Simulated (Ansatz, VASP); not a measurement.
One calculation of ZnS, two programs

File POSCAR:

```
ZnS
1.0
    0.0000000000      2.3627294039      3.5440941059
    2.3627294039      0.0000000000      3.5440941059
    2.3627294039      2.3627294039      0.0000000000
Zn S
1 1
Direct
    0.0000000000      0.0000000000      0.0000000000
    0.7500000000      0.7500000000      0.7500000000
```

Contents of INCAR.step1:

```
SYSTEM = ZnS
PREC = Accurate ; ENCUT = 520
ISMEAR = 0 ; SIGMA = 0.05
LREAL = .False. ; LASPH = .True.
NELM = 100 ; NBANDS = 16
GGA = PE ; ALGO = Normal
EDIFF = 1E-4 ; LWAVE = .True.
LCHARG = .False.
```

The input INCAR.step2:

```
SYSTEM = ZnS
PREC = Accurate ; ENCUT = 520
EDIFF = 1E-7 ; ISMEAR = 0
SIGMA = 0.05 ; LREAL = .False.
LASPH = .True. ; NELM = 100
ALGO = Normal ; ISIF = 2
LWAVE = .False. ; LCHARG = .False.
METAGGA = R2SCAN ; LMIXTAU = .True.
NBANDS = 16 ; ISTART = 1
```

File KPOINTS:

```
regular mesh
0
Gamma
  8 8 8
  0 0 0
```

Input for Ansatz:

```yaml
crystal:
  lattice:
    - [0.0, 2.3627294039, 3.5440941059]
    - [2.3627294039, 0.0, 3.5440941059]
    - [2.3627294039, 2.3627294039, 0.0]
  atoms:
    - { symbol: Zn, position: [0.0, 0.0, 0.0] }
    - { symbol: S, position: [0.75, 0.75, 0.75] }
basis:
  ecutwfc: 500
kpoints:
  mp_grid: { grid: [8, 8, 8] }
hamiltonian:
  xc: r2scan
scf:
  occupations: { method: gaussian, width: 0.05 }
output:
  forces: true
  stress: true
  eigenvalues: true
  write_density: true
  write_potential: true
  elf: true
  volumetric_format: npy
```

Alike in both runs: task single point; functional r2SCAN; k mesh 8 × 8 × 8; occupations gaussian, width 0.05 eV; no spin polarisation.

```csv
,VASP,Ansatz
version,VASP 6.6.1,Ansatz 0.2.0
potentials or method,"VASP PAW PBE potentials, release 64 (Zn, S), cutoff 520 eV","scalar-relativistic, plane waves, PAW"
valence electrons in the cell,18,18
```

|  | VASP | Ansatz | Ansatz less VASP |
| --- | --- | --- | --- |
| gap on the k mesh at the Fermi level (eV) | 0.19 | 0.19 | -0.002 |
| least direct gap on the mesh (eV) | 0.28 | 0.28 | -0.003 |
| pressure (GPa) | -3.0 | -3.1 | -0.04 |
| traceless stress, the component that is largest in VASP (GPa) | -22.50 | -22.56 | -0.066 |

VASP's potentials were made for PBE, not for r2SCAN. The functional is the same, so the differences come from potentials, cutoffs and numerics.
